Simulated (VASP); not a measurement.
Here is a VASP 6.6.1 calculation.

The input INCAR:

```
ALGO     = Normal         # electronic algorithm
EDIFF    = 1E-7           # SCF threshold, eV
ENCUT    = 520            # plane-wave cutoff, eV
GGA      = PE             # functional
ISIF     = 2              # what is computed and relaxed
ISMEAR   = -1             # smearing method
ISPIN    = 2              # spin polarisation
LASPH    = T              # aspherical terms in the spheres
LCHARG   = T              # write CHGCAR
LELF     = T              # ELF
LMAXMIX  = 4              # l up to which the mixer works
LORBIT   = 11             # projections on sites
LREAL    = F              # projectors in reciprocal space
LVHAR    = T            
LWAVE    = F              # write WAVECAR
MAGMOM   = 1              # initial moments
NBANDS   = 15             # bands
NELM     = 150            # most SCF steps
PREC     = Accurate       # precision mode
SIGMA    = 0.1            # smearing width, eV
```

KPOINTS

```
k-points
0
Gamma
  23 23 23
```

Contents of POSCAR:

```
Ni
1.0
   -1.1845103295      1.1845103295      1.1845103295
    1.1845103295     -1.1845103295      1.1845103295
    1.1845103295      1.1845103295     -1.1845103295
Ni
1
Direct
    0.0000000000      0.0000000000      0.0000000000
```

Potentials or basis: VASP PAW PBE potentials, release 64 (Ni).

Run with:

```bash
$ cat potpaw_PBE.64/Ni/POTCAR > POTCAR
$ mpirun -np 1 vasp_std > vasp.out
```

**Question.** Estimate the pressure.

**Answer.** 318.7 GPa.

**Question.** Predict the net moment.

**Answer.** 0.00 μB per cell.
